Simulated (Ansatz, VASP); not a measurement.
# Two plane-wave programs on Co2F

```xyz
3
Lattice="0.0000 2.6558 2.6558 2.6558 0.0000 2.6558 2.6558 2.6558 0.0000" Properties=species:S:1:pos:R:3 pbc="T T T"
Co    1.3279    1.3279    1.3279
Co    3.9837    3.9837    3.9837
F     0.0000    0.0000    0.0000
```

Alike in both runs: functional PBE; k mesh 16 × 16 × 16; occupations gaussian, width 0.1 eV; collinear spin.

Ansatz relaxed the structure, and its values are those at the end. VASP's run is a single point on that final structure, the one shown.

|  | VASP | Ansatz |
| --- | --- | --- |
| version | VASP 6.6.1 | Ansatz 0.2.0 |
| potentials or method | VASP PAW PBE potentials, release 64 (Co, F), cutoff 520 eV | scalar-relativistic, plane waves, PAW |
| valence electrons in the cell | 25 | 41 |

VASP gave:

```
gap on the k mesh at the Fermi level (eV)                     : none
pressure (GPa)                                                : -0.5
net moment per atom (μB)                                      : 1.36
size of the moment on the site where the two differ most (μB) : 2.04
```

Problem. What did Ansatz give for the same quantities?

Solution. gap on the k mesh at the Fermi level (eV): none; pressure (GPa): 0.0; net moment per atom (μB): 1.37; size of the moment on the site where the two differ most (μB): 2.03.

Site moments also hang on the region over which each program counts them. A gap of «none» marks a metal or a gap that the smearing closes. VASP's potentials hold 25 valence electrons a cell and Ansatz's 41, so a difference there can come from the potentials and not from the codes.
